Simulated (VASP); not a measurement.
# MgTl in VASP: a series of runs, part 2 of 2

VASP 6.6.1.

## Step 3: Electric field gradients, LDA (equal xx and yy strain of -1 %)

File INCAR:

```
PREC = Accurate
ENCUT = 520
EDIFF = 1E-8
ISMEAR = -1
SIGMA = 0.05
LREAL = F
LASPH = T
NELM = 80
ALGO = Normal
ISIF = 2
LWAVE = F
LCHARG = F
GGA = CA
LEFG = T
NBANDS = 14
```

File KPOINTS:

```
Automatic mesh
0
Gamma
  9 9 9
```

File POSCAR:

```
MgTl
1.0
    3.5986500000      0.0000000000      0.0000000000
    0.0000000000      3.5986500000      0.0000000000
    0.0000000000      0.0000000000      3.6350000000
Mg Tl
1 1
Direct
    0.0000000000      0.0000000000      0.0000000000
    0.5000000000      0.5000000000      0.5000000000
```

Potentials or basis: VASP PAW LDA potentials, release 64 (Mg, Tl_d).

On the command line:

```
> cat potpaw_LDA.64/Mg/POTCAR potpaw_LDA.64/Tl_d/POTCAR > POTCAR
> mpirun -np 1 vasp_std > vasp.out
```

OUTCAR:

```text
PREC = Accurate
   ENCUT = 520
   EDIFF = 1E-8
   ISMEAR = -1
   LREAL = F
   LASPH = T
   NELM = 80
   ISIF = 2
   GGA = CA

 ion  position               nearest neighbor table
   1  0.000  0.000  0.000-   2 3.13   2 3.13   2 3.13   2 3.13   2 3.13   2 3.13   2 3.13   2 3.13

   2  0.500  0.500  0.500-   1 3.13   1 3.13   1 3.13   1 3.13   1 3.13   1 3.13   1 3.13   1 3.13

  LATTYP: Found a simple tetragonal cell.
 ALAT       =     3.5986500000
 C/A-ratio  =     1.0101010101

  Lattice vectors:

 A1 = (   3.5986500000,   0.0000000000,   0.0000000000)
 A2 = (   0.0000000000,   3.5986500000,   0.0000000000)
 A3 = (   0.0000000000,   0.0000000000,   3.6350000000)

Analysis of symmetry for initial positions (statically):
=====================================================================
 Subroutine PRICEL returns:
 Original cell was already a primitive cell.

 Routine SETGRP: Setting up the symmetry group for a
[... 598 lines left out ...]
  volume of cell :       47.07
      direct lattice vectors                 reciprocal lattice vectors
     3.598650000  0.000000000  0.000000000     0.277881984  0.000000000  0.000000000
     0.000000000  3.598650000  0.000000000     0.000000000  0.277881984  0.000000000
     0.000000000  0.000000000  3.635000000     0.000000000  0.000000000  0.275103164

 POSITION                                       TOTAL-FORCE (eV/Angst)
 -----------------------------------------------------------------------------------
      0.00000      0.00000      0.00000         0.000000      0.000000      0.000000
      1.79933      1.79933      1.81750         0.000000      0.000000      0.000000
 -----------------------------------------------------------------------------------
    total drift:                                0.000000      0.000000      0.000000

  FREE ENERGIE OF THE ION-ELECTRON SYSTEM (eV)
  ---------------------------------------------------
  free  energy   TOTEN  =        -5.0662806212 eV

  energy  without entropy=       -5.0581108586  energy(sigma->0) =       -5.06219574

 Electric field gradients (V/A^2)
---------------------------------------------------------------------
 ion       V_xx      V_yy      V_zz      V_xy      V_xz      V_yz
---------------------------------------------------------------------
   1      -0.079    -0.079     0.158     0.000     0.000     0.000
   2       6.016     6.016   -12.031    -0.000    -0.000    -0.000
---------------------------------------------------------------------

 Electric field gradients after diagonalization (V/A^2)
 (convention: |V_zz| > |V_xx| > |V_yy|)
----------------------------------------------------------------------
 ion       V_xx      V_yy      V_zz     asymmetry (V_yy - V_xx)/ V_zz
----------------------------------------------------------------------
   1      -0.079    -0.079     0.158       0.000
   2       6.016     6.016   -12.031       0.000
----------------------------------------------------------------------

           NMR quadrupolar parameters

 Cq : quadrupolar parameter    Cq=e*Q*V_zz/h
 eta: asymmetry parameters     (V_yy - V_xx)/ V_zz
 Q  : nuclear electric quadrupole moment in mb (millibarn)
----------------------------------------------------------------------
 ion       Cq(MHz)       eta       Q (mb)
----------------------------------------------------------------------
   1       0.000       0.000       1.000
   2      -0.029       0.000       1.000
----------------------------------------------------------------------
```

stdout:

```text
POSCAR found type information on POSCAR MgTl
 POSCAR found :  2 types and       2 ions
 scaLAPACK will be used
 LDA part: xc-table for (Slater(with rela. corr.)+CA(PZ))
 , standard interpolation
 POSCAR, INCAR and KPOINTS ok, starting setup
 FFT: planning ... GRIDC
 FFT: planning ... GRID_SOFT
 FFT: planning ... GRID
 WAVECAR not read
 entering main loop
ion   1

ion   2
```

Wall time 35 s (1 thread of Intel Xeon Platinum 8259CL at 2.50GHz (Skylake/Cascade Lake), shared host); peak memory 0.18 GiB.

Results:

- Free energy: -5.0663 eV
- Pressure: -2.0 GPa
- Band gap on the k mesh: zero (an odd number of electrons rules out a gap without spin polarisation)
- Largest electric field gradient by atom: Mg +0.2; Tl -12.0 V/Å²

Electric field gradients, principal values (V/Å²):
```csv
atom,least,middle,greatest (by size)
1 Mg,-0.079,-0.079,0.158
2 Tl,6.016,6.016,-12.031
```

Caveat: the cell differs from its parent crystal (equal xx and yy strain of -1 %); without QUAD_EFG the Cq values of the log hold for a quadrupole moment of 1 mb, not for the nuclei; spin-orbit coupling is left out, which moves the levels of the heavy elements.

## Step 4: Electric field gradients, LDA (equal xy, yz and zx shear strains of -2 %)

File INCAR:

```
SYSTEM = MgTl
PREC = Accurate
ENCUT = 520
EDIFF = 1E-8
ISMEAR = -1
SIGMA = 0.05
LREAL = .FALSE.
LASPH = .TRUE.
NELM = 80
ALGO = Normal
ISIF = 2
LWAVE = .FALSE.
LCHARG = .FALSE.
GGA = CA
LEFG = .TRUE.
NBANDS = 14
```

File KPOINTS:

```
regular mesh
0
G
  9 9 9
  0 0 0
```

File POSCAR:

```
MgTl
1.0
    3.6350000000     -0.0363500000     -0.0363500000
   -0.0363500000      3.6350000000     -0.0363500000
   -0.0363500000     -0.0363500000      3.6350000000
Mg Tl
1 1
Direct
    0.0000000000      0.0000000000      0.0000000000
    0.5000000000      0.5000000000      0.5000000000
```

Potentials or basis: VASP PAW LDA potentials, release 64 (Mg, Tl_d).

On the command line:

```
> cat potpaw_LDA.64/Mg/POTCAR potpaw_LDA.64/Tl_d/POTCAR > POTCAR
> mpirun -np 1 vasp_std > vasp.out
```

OUTCAR:

```text
SYSTEM = MgTl
   PREC = Accurate
   ENCUT = 520
   EDIFF = 1E-8
   ISMEAR = -1
   LREAL = .FALSE.
   LASPH = .TRUE.
   NELM = 80
   ISIF = 2
   GGA = CA

 ion  position               nearest neighbor table
   1  0.000  0.000  0.000-   2 3.09   2 3.09   2 3.17   2 3.17   2 3.17   2 3.17   2 3.17   2 3.17

   2  0.500  0.500  0.500-   1 3.09   1 3.09   1 3.17   1 3.17   1 3.17   1 3.17   1 3.17   1 3.17

  LATTYP: Found a trigonal (rhomboedric) cell.
 ALAT       =     3.6353634818
 COS(alpha) =    -0.0198960208

  Lattice vectors:

 A1 = (   3.6350000000,  -0.0363500000,  -0.0363500000)
 A2 = (  -0.0363500000,   3.6350000000,  -0.0363500000)
 A3 = (  -0.0363500000,  -0.0363500000,   3.6350000000)

Analysis of symmetry for initial positions (statically):
=====================================================================
 Subroutine PRICEL returns:
 Original cell was already a primitive cell.

 Routine SETGRP: Setting up the symmetry group for a
 trigonal (rhombohedral) supercell.

 Subroutine GETGRP returns: Found 12 space group operations
 (whereof 12 operations were pure point group operations)
 out of a pool of 12 trial point group operations.

The static configuration has the point symmetry D_3d.

Analysis of symmetry for dynamics (positions and initial velocities):
=====================================================================
 Subroutine PRICEL returns:
 Original cell was already a primitive cell.

 Routine SETGRP: Setting up the symmetry group for a
 trigonal (rhombohedral) supercell.

 Subroutine GETGRP returns: Found 12 space group operations
[... 554 lines left out ...]
      5      -5.8812      2.00000
      6      -0.3885      2.00000
      7       2.8257      2.00000
      8       2.8428      2.00000
      9       5.5735      0.06961
     10      12.1502      0.00000
     11      13.2431      0.00000
     12      13.9120      0.00000
     13      14.0736      0.00000
     14      15.5108      0.00000

 [... further k-points ...]

------------------------ aborting loop because EDIFF is reached ----------------------------------------

  FORCE on cell =-STRESS in cart. coord.  units (eV):
  Direction    XX          YY          ZZ          XY          YZ          ZX
  --------------------------------------------------------------------------------------
  -------------------------------------------------------------------------------------
  Total       -0.8044186     -0.8044186     -0.8044186     -0.0062330     -0.0062330     -0.0062330
  in kB      -26.8417362    -26.8417362    -26.8417362     -0.2079826     -0.2079826     -0.2079826
  external PRESSURE =     -26.8417362 kB  Pullay stress =       0.0000000 kB

 VOLUME and BASIS-vectors are now :
 -----------------------------------------------------------------------------
  energy-cutoff  :      520.00
  volume of cell :       48.02
      direct lattice vectors                 reciprocal lattice vectors
     3.635000000 -0.036350000 -0.036350000     0.275158751  0.002779381  0.002779381
    -0.036350000  3.635000000 -0.036350000     0.002779381  0.275158751  0.002779381
    -0.036350000 -0.036350000  3.635000000     0.002779381  0.002779381  0.275158751

 POSITION                                       TOTAL-FORCE (eV/Angst)
 -----------------------------------------------------------------------------------
      0.00000      0.00000      0.00000        -0.000000     -0.000000      0.000000
      1.78115      1.78115      1.78115         0.000000      0.000000      0.000000
 -----------------------------------------------------------------------------------
    total drift:                                0.000000      0.000000      0.000000

  FREE ENERGIE OF THE ION-ELECTRON SYSTEM (eV)
  ---------------------------------------------------
  free  energy   TOTEN  =        -5.0531795499 eV

  energy  without entropy=       -5.0457244668  energy(sigma->0) =       -5.04945201

 Electric field gradients (V/A^2)
---------------------------------------------------------------------
 ion       V_xx      V_yy      V_zz      V_xy      V_xz      V_yz
---------------------------------------------------------------------
   1      -0.000    -0.000    -0.000    -0.709    -0.709    -0.709
   2      -0.000    -0.000    -0.000   -20.851   -20.851   -20.851
---------------------------------------------------------------------

 Electric field gradients after diagonalization (V/A^2)
 (convention: |V_zz| > |V_xx| > |V_yy|)
----------------------------------------------------------------------
 ion       V_xx      V_yy      V_zz     asymmetry (V_yy - V_xx)/ V_zz
----------------------------------------------------------------------
   1       0.709     0.709    -1.419       0.000
   2      20.851    20.851   -41.702       0.000
----------------------------------------------------------------------

           NMR quadrupolar parameters

 Cq : quadrupolar parameter    Cq=e*Q*V_zz/h
 eta: asymmetry parameters     (V_yy - V_xx)/ V_zz
 Q  : nuclear electric quadrupole moment in mb (millibarn)
----------------------------------------------------------------------
 ion       Cq(MHz)       eta       Q (mb)
----------------------------------------------------------------------
   1      -0.003       0.000       1.000
   2      -0.101       0.000       1.000
----------------------------------------------------------------------
```

OSZICAR:

```text
N       E                     dE             d eps       ncg     rms          rms(c)
DAV:   1     0.563173077289E+02    0.56317E+02   -0.72681E+03  2484   0.905E+02
DAV:   2    -0.416176948176E+01   -0.60479E+02   -0.58319E+02  2770   0.197E+02
DAV:   3    -0.515976923442E+01   -0.99800E+00   -0.99567E+00  3052   0.224E+01
DAV:   4    -0.516498655034E+01   -0.52173E-02   -0.52170E-02  2860   0.182E+00
DAV:   5    -0.516505653031E+01   -0.69980E-04   -0.69980E-04  3046   0.203E-01    0.256E+00
DAV:   6    -0.508721649556E+01    0.77840E-01   -0.60252E-02  2812   0.205E+00    0.172E+00
DAV:   7    -0.505458320316E+01    0.32633E-01   -0.36105E-02  2932   0.150E+00    0.608E-01
DAV:   8    -0.505324878862E+01    0.13344E-02   -0.30943E-03  3136   0.381E-01    0.605E-02
DAV:   9    -0.505318290416E+01    0.65884E-04   -0.17678E-04  2794   0.818E-02    0.183E-02
DAV:  10    -0.505317963198E+01    0.32722E-05   -0.68086E-06  3004   0.167E-02    0.602E-03
DAV:  11    -0.505317958664E+01    0.45333E-07   -0.31218E-07  2962   0.383E-03    0.841E-04
DAV:  12    -0.505317955046E+01    0.36189E-07   -0.10765E-07  2872   0.251E-03    0.208E-04
DAV:  13    -0.505317954994E+01    0.51159E-09   -0.21347E-09  1694   0.309E-04
   1 F= -.50531795E+01 E0= -.50494520E+01  d E =-.745508E-02
```

Wall time 44 s (1 thread of Intel Xeon Platinum 8259CL at 2.50GHz (Skylake/Cascade Lake), shared host); peak memory 0.18 GiB.

What came out:

| Property | Result |
| --- | --- |
| Free energy | -5.0532 eV |
| Pressure | -2.7 GPa |
| Band gap on the k mesh | zero (an odd number of electrons rules out a gap without spin polarisation) |
| Largest electric field gradient by atom | Mg -1.4; Tl -41.7 V/Å² |

Electric field gradients, principal values (V/Å²):
```
atom   least  middle  greatest (by size)
1 Mg   0.709   0.709              -1.419
2 Tl  20.851  20.851             -41.702
```

Caveat: the cell differs from its parent crystal (equal xy, yz and zx shear strains of -2 %); without QUAD_EFG the Cq values of the log hold for a quadrupole moment of 1 mb, not for the nuclei; spin-orbit coupling is left out, which moves the levels of the heavy elements.

## Step 5: The runs side by side

| task | cell | k mesh for the DOS | occupations for the DOS | gap on the mesh (eV) | pressure (GPa) |
| --- | --- | --- | --- | --- | --- |
| single point | a = 3.635 Å, 2 atoms | 14 × 14 × 14 | tetrahedron | - | - |
| electric field gradients | a = 3.599, b = 3.599, c = 3.635 Å, 2 atoms | - | - | none | -2.0 |
| electric field gradients | a = 3.635 Å, angles 91.1°, 2 atoms | - | - | none | -2.7 |

Alike in all rows: level LDA; potentials or basis VASP PAW LDA potentials, release 64 (Mg, Tl_d); no spin polarisation; k mesh 9 × 9 × 9; cutoff (eV) 520; smearing fermi-dirac 0.05 eV.

Caveats: spin-orbit coupling is left out, which moves the levels of the heavy elements.

Total energies depend on the potentials used, so only differences within one code and one set of settings carry meaning.
